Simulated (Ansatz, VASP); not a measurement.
# One calculation of Cl, two programs

Contents of INCAR:

```
SYSTEM = Cl
PREC = Accurate
ENCUT = 600
EDIFF = 1E-6
ISMEAR = -1
SIGMA = 0.05
LREAL = .False.
LASPH = .True.
NELM = 60
ALGO = Normal
ISIF = 3
LWAVE = .False.
LCHARG = .False.
GGA = RP
IVDW = 13
IBRION = 2
NSW = 60
EDIFFG = -0.01
```

The input KPOINTS:

```
regular mesh
0
Gamma
  7 7 4
  0 0 0
```

POSCAR

```
Cl
1.0
    3.1450000000     -2.2500000000      0.0000000000
    3.1450000000      2.2500000000      0.0000000000
    0.0000000000      0.0000000000      8.2100000000
Cl
4
Direct
    0.3700000000      0.6300000000      0.4000000000
    0.1300000000      0.8700000000      0.9000000000
    0.6300000000      0.3700000000      0.6000000000
    0.8700000000      0.1300000000      0.1000000000
```

Contents of input.yaml:

```yaml
crystal:
  lattice:
    - [3.145, -2.25, 0.0]
    - [3.145, 2.25, 0.0]
    - [0.0, 0.0, 8.21]
  atoms:
    - { symbol: Cl, position: [0.37, 0.63, 0.4] }
    - { symbol: Cl, position: [0.13, 0.87, 0.9] }
    - { symbol: Cl, position: [0.63, 0.37, 0.6] }
    - { symbol: Cl, position: [0.87, 0.13, 0.1] }
hamiltonian:
  xc: rpbe
  pseudopotentials: { kind: paw }
  dispersion: d4
kpoints:
  mp_grid: { grid: [7, 7, 4] }
scf:
  occupations: { method: fermi_dirac, width: 0.05 }
output:
  forces: true
  stress: true
  write_density: true
  write_potential: true
  elf: true
  volumetric_format: npy
relax:
  f_tol: 0.01
  max_steps: 40
  cell: { stress_tol: 0.05 }
```

Alike in both runs: task relaxation of cell and atoms; functional RPBE; dispersion D4; k mesh 7 × 7 × 4; occupations fermi-dirac, width 0.05 eV; no spin polarisation.

```csv
,VASP,Ansatz
version,VASP 6.6.1,Ansatz 0.2.0
potentials or method,"VASP PAW PBE potentials, release 64 (Cl)",Ansatz PAW
plane-wave cutoff (eV),600,420
valence electrons in the cell,28,28
```

```tsv
	VASP	Ansatz	Ansatz less VASP
gap on the k mesh at the Fermi level, each at its own relaxed structure (eV)	2.53	2.33	-0.197
relaxed volume (Å³/atom)	27.95	27.75	-0.201
relaxed length of the cell vector where the two differ most in proportion (Å)	8.125	8.155	+0.0298
```

VASP's potentials were made for PBE, not for RPBE.

Noted on Ansatz's run: odd divisions of the mesh miss points on the zone boundary, where band edges often lie, so the gap on the mesh can be too wide; the plane-wave basis is chosen anew once the cell has moved, so the energies of steps on either side of that aren't comparable.
